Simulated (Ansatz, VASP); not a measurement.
**One calculation of SbSe, two programs**

```
Se Sb
1.0
     2.04880    3.54861    0.00000
    -2.04880    3.54861    0.00000
     0.00000   -2.36574    3.67702
Se Sb
1 1
Direct
  0.00000 0.00000 0.00000
  0.50000 0.50000 0.50000
```

Alike in both runs: task single point; functional HSE06; k mesh 3 × 3 × 3; non-collinear spin, spin-orbit coupling.

```csv
,VASP,Ansatz
version,VASP 6.6.1,Ansatz 0.2.0
potentials or method,"VASP PAW PBE potentials, release 64 (Se, Sb), cutoff 520 eV",PAW plane waves
occupations,"fermi-dirac, width 0.1 eV",fermi-dirac
valence electrons in the cell,11,31
```

Ansatz gave:

```
pressure (GPa)                                                : -1.7
traceless stress, the component that is largest in VASP (GPa) : -1.03
```

Task: What did VASP give for the same quantities?

Result: Pressure (GPa): -2.5; traceless stress, the component that is largest in VASP (GPa): -0.98.

VASP's potentials hold 11 valence electrons a cell and Ansatz's 31, so a difference there can come from the potentials and not from the codes. Ansatz's warnings: filled band counts differ across k points, stress exchange threshold loose, stress scf threshold loose, structure snapped to symmetry.

The k mesh is coarse, so the values compare programs but aren't converged.
